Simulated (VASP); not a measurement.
Ga2SnO3, 6 atoms in the cell. It takes space group I4/mmm (No. 139, tetragonal). The conventional cell has a = 7.379 Å, b = 7.379 Å, c = 7.085 Å, α = 90.00°, β = 90.00°, γ = 90.00°. Within 2.4 Å of Ga (site symmetry -4m2) lie 2 O at 1.77 Å. Within 4.7 Å of Sn (site symmetry 4/mmm) lie 6 O at 3.54 to 3.69 Å and 8 Ga at 4.09 Å. O (site symmetry mmm) has 2 Ga at 1.77 Å within 2.4 Å. Within 4.7 Å of O (site symmetry 4/mmm) lie 2 Sn at 3.54 Å and 4 O at 3.69 Å and 8 Ga at 4.09 Å. The cell was generated, and may not be a known phase.

| Property | Result |
| --- | --- |
| Program | VASP 6.6.1 |
| Task | relaxation of cell and atoms |
| Functional | PBE |
| Potentials or basis | VASP PAW PBE potentials, release 64 (Ga_d, Sn_d, O) |
| Cutoff | 600 eV |
| k mesh | 4 × 4 × 4 |
| Occupations | gaussian, width 0.1 eV |
| Spin | no spin polarisation |
| Dipole correction | no |
| Further INCAR settings | ALGO = Normal; EDIFF = 1e-06; IBRION = 2; EDIFFG = -0.04; NSW = 90; ISIF = 3 |

Potentials or basis: VASP PAW PBE potentials, release 64 (Ga_d, Sn_d, O).

The run is started by

```bash
$ cat potpaw_PBE.64/Ga_d/POTCAR potpaw_PBE.64/Sn_d/POTCAR potpaw_PBE.64/O/POTCAR > POTCAR
$ mpirun -np 1 vasp_std > vasp.out
```

Hardware: 1 thread of Intel Xeon 8259CL, with other jobs on the host.

Problem. Estimate the wall time of this run.

Solution. It took 57 min on 1 thread of Intel Xeon 8259CL (shared host), peak memory 0.45 GiB. Counts: scf iterations 190, k points 13, ion steps 14.
